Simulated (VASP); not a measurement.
Input of a VASP 6.6.1 run:

File INCAR:

```
SYSTEM = Bi
PREC = Accurate ; ENCUT = 520
EDIFF = 1E-6 ; ISMEAR = -1
SIGMA = 0.1 ; LREAL = .False.
LASPH = .True. ; NELM = 80
ALGO = Normal ; ISIF = 2
LWAVE = .False. ; LCHARG = .False.
GGA = RE ; NBANDS = 70
```

Contents of KPOINTS:

```
regular mesh
0
Gamma
  4 4 4
  0 0 0
```

File POSCAR:

```
Bi
1.0
    6.4268723458      0.0000000000      0.0000000000
    0.0000000000      6.4268723458      0.0000000000
    0.0000000000      0.0000000000      6.4268723458
Bi
8
Direct
    0.0000000000      0.0000000000      1.0000000000
    0.5000000000      0.5000000000      0.5000000000
    0.2500000000      0.0000000000      0.5000000000
    0.7500000000      1.0000000000      0.5000000000
    0.5000000000      0.2500000000      0.0000000000
    0.5000000000      0.7500000000      1.0000000000
    1.0000000000      0.5000000000      0.2500000000
    1.0000000000      0.5000000000      0.7500000000
```

Potentials or basis: VASP PAW PBE potentials, release 64 (Bi_d).

The run is started by

```sh
$ cat potpaw_PBE.64/Bi_d/POTCAR > POTCAR
$ mpirun -np 1 vasp_std > vasp.out
```

**Question.** Predict the pressure.

**Answer.** -0.1 GPa.

**Question.** Predict the band gap on the k mesh.

**Answer.** Zero (bands 60 and 61 overlap by 0.28 eV).

Caveat: the PAW data sets were made with another functional, which shifts forces and pressure a little; spin-orbit coupling is left out, which moves the levels of the heavy elements.
